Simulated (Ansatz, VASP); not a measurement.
One calculation of Ni, two programs

```
Ni
1.0
     3.55160    1.77580    1.77580
     1.77580    3.55160    1.77580
     1.77580    1.77580    3.55160
Ni
2
Direct
  0.00000 0.00000 0.00000
  0.50000 0.50000 0.50000
```

Alike in both runs: task single point; functional PBE; k mesh 11 × 11 × 11; occupations fermi-dirac, width 0.1 eV; collinear spin.

|  | VASP | Ansatz |
| --- | --- | --- |
| version | VASP 6.6.1 | Ansatz 0.2.0 |
| potentials or method | VASP PAW PBE potentials, release 64 (Ni), cutoff 520 eV | PAW, plane waves, scalar-relativistic |
| valence electrons in the cell | 20 | 36 |

```csv
,VASP,Ansatz,Ansatz less VASP
pressure (GPa),-5.0,-5.0,-0.03
"traceless stress, the component that is largest in VASP (GPa)",0.07,0.07,-0.002
net moment per atom (μB),0.60,0.62,+0.011
size of the moment on the site where the two differ most (μB),0.62,0.65,+0.036
```

Site moments also hang on the region over which each program counts them. VASP's potentials hold 20 valence electrons a cell and Ansatz's 36, so a difference there can come from the potentials and not from the codes.
